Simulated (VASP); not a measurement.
La3AlN: single point with LDA

La3AlN:

```
La Al N
1.0
     5.09752    0.00000    0.00000
     0.00000    5.09752    0.00000
     0.00000    0.00000    5.09752
La Al N
3 1 1
Direct
  0.50000 0.50000 0.00000
  0.00000 0.50000 0.50000
  0.50000 0.00000 0.50000
  0.00000 0.00000 0.00000
  0.50000 0.50000 0.50000
```

```yaml
Program: VASP 6.6.1
Task: single point
Functional: LDA
Potentials_or_basis: VASP PAW LDA potentials, release 64 (La, Al, N)
Cutoff: 520 eV
k_mesh: 6 × 6 × 6
Occupations: fermi-dirac, width 0.08 eV
Spin: no spin polarisation
Dipole_correction: no
Further_INCAR_settings: ALGO = Normal; EDIFF = 1e-06; NBANDS = 28
```

The pressure is -4.4 GPa.

Levels at points of the mesh, in eV from the Fermi level:
| k point | band 16 | band 17 | band 18 | band 19 | band 20 | band 21 | band 22 | band 23 | band 24 | band 25 |
| --- | --- | --- | --- | --- | --- | --- | --- | --- | --- | --- |
| (0.00, 0.00, 0.00) | -1.42 | -1.42 | -0.92 | -0.92 | -0.81 | -0.81 | -0.81 | 0.86 | 0.86 | 0.86 |
| (0.50, 0.00, 0.00) | -2.29 | -1.66 | -1.66 | -0.58 | -0.58 | -0.42 | 0.58 | 1.04 | 1.52 | 1.60 |
| (0.50, 0.50, 0.00) | -3.77 | -1.93 | -1.21 | -1.10 | -1.10 | 1.12 | 1.12 | 1.22 | 1.22 | 1.47 |
| (0.50, 0.50, 0.50) | -4.12 | -4.12 | 0.35 | 0.35 | 0.35 | 0.74 | 0.74 | 0.74 | 1.54 | 1.54 |

Run time: 110 s on 1 thread of AMD EPYC 7R43 64-Core Processor (Zen 3), with other jobs on the host, peak memory 0.2 GiB.

Caveat: spin-orbit coupling is left out, which moves the levels of the heavy elements.
